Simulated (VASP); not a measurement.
A run of VASP 6.6.1 is set up as follows.

File POSCAR:

```
Rh
1.0
    2.4580591709      0.0000000000      0.0000000000
    0.0000000000      2.4580591709      0.0000000000
    0.0000000000      0.0000000000      2.4580591709
Rh
1
Direct
    0.0000000000      0.0000000000      0.0000000000
```

File INCAR.step1:

```
SYSTEM = Rh
PREC = Accurate
ENCUT = 580
ISMEAR = -1
SIGMA = 0.05
LREAL = .FALSE.
LASPH = .TRUE.
NELM = 200
ISPIN = 2
MAGMOM = 1
LMAXMIX = 4
GGA = PE
ALGO = Normal
EDIFF = 1E-5
LWAVE = .TRUE.
LCHARG = .FALSE.
GGA_COMPAT = .FALSE.
IBRION = 2
ISIF = 3
EDIFFG = -0.005
NELMIN = 4
NSW = 100
```

INCAR.step2

```
SYSTEM = Rh
PREC = Accurate
ENCUT = 580
EDIFF = 1E-7
ISMEAR = -1
SIGMA = 0.05
LREAL = .FALSE.
LASPH = .TRUE.
NELM = 200
ALGO = Normal
ISIF = 3
LWAVE = .FALSE.
LCHARG = .FALSE.
ISPIN = 2
MAGMOM = 1
LORBIT = 11
LMAXMIX = 4
METAGGA = R2SCAN
LMIXTAU = .TRUE.
IBRION = 2
NSW = 80
EDIFFG = -0.01
ISTART = 1
GGA_COMPAT = .FALSE.
NELMIN = 4
```

Contents of KPOINTS:

```
regular mesh
0
G
  13 13 13
  0 0 0
```

Potentials or basis: VASP PAW PBE potentials, release 64 (Rh_sv_GW).

Run with:

```sh
$ cat potpaw_PBE.64/Rh_sv_GW/POTCAR > POTCAR
$ cp INCAR.step1 INCAR
$ mpirun -np 1 vasp_std > vasp.out
$ cp INCAR.step2 INCAR
$ mpirun -np 1 vasp_std > vasp.out
```

(1) Predict the space group after relaxing (to 0.1 Å).

(2) What does it give for the relaxed cell?

(3) What does it give for the relaxed volume?

(4) What does it give for the net moment?

Results:

(1) Pm-3m (No. 221).

(2) a = 2.505 Å, b = 2.505 Å, c = 2.505 Å, α = 90.00°, β = 90.00°, γ = 90.00°.

(3) 15.73 Å³/atom.

(4) 0.00 μB per cell.

Caveat: the PAW data sets were made with another functional, which shifts forces and pressure a little.
